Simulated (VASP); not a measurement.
Set up this calculation in VASP 6.6.1, as the native input.

```
Task                   : single point
Functional             : LDA
Potentials or basis    : VASP PAW LDA potentials, release 64 (La, Zn)
Cutoff                 : 520 eV
k mesh                 : 10 × 10 × 10
Occupations            : fermi-dirac, width 0.08 eV
Spin                   : no spin polarisation
Dipole correction      : no
Further INCAR settings : ALGO = Normal; EDIFF = 1e-06; NBANDS = 18
```

The structure of LaZn lies in POSCAR:

```
LaZn
1.0
    3.6460354636      0.0000000000      0.0000000000
    0.0000000000      3.6460354636      0.0000000000
    0.0000000000      0.0000000000      3.6460354636
La Zn
1 1
Direct
    0.5000000000      0.5000000000      0.5000000000
    0.0000000000      0.0000000000      0.0000000000
```

One way to write it, as run:

INCAR

```
PREC = Accurate
ENCUT = 520
EDIFF = 1E-6
ISMEAR = -1
SIGMA = 0.08
LREAL = False
LASPH = True
NELM = 60
ALGO = Normal
ISIF = 2
LWAVE = False
LCHARG = False
GGA = CA
NBANDS = 18
```

KPOINTS

```
Automatic mesh
0
Gamma
  10 10 10
```

Potentials or basis: VASP PAW LDA potentials, release 64 (La, Zn).

Launch:

```sh
$ cat potpaw_LDA.64/La/POTCAR potpaw_LDA.64/Zn/POTCAR > POTCAR
$ mpirun -np 1 vasp_std > vasp.out
```

Results of the run:

| Property | Result |
| --- | --- |
| Pressure | 0.0 GPa |
| Band gap on the k mesh | zero (an odd number of electrons rules out a gap without spin polarisation) |

Caveat: spin-orbit coupling is left out, which moves the levels of the heavy elements.

It took 53 s on 1 thread of Oxide Virtual Turin-like Processor, with other jobs on the host, peak memory 0.16 GiB.
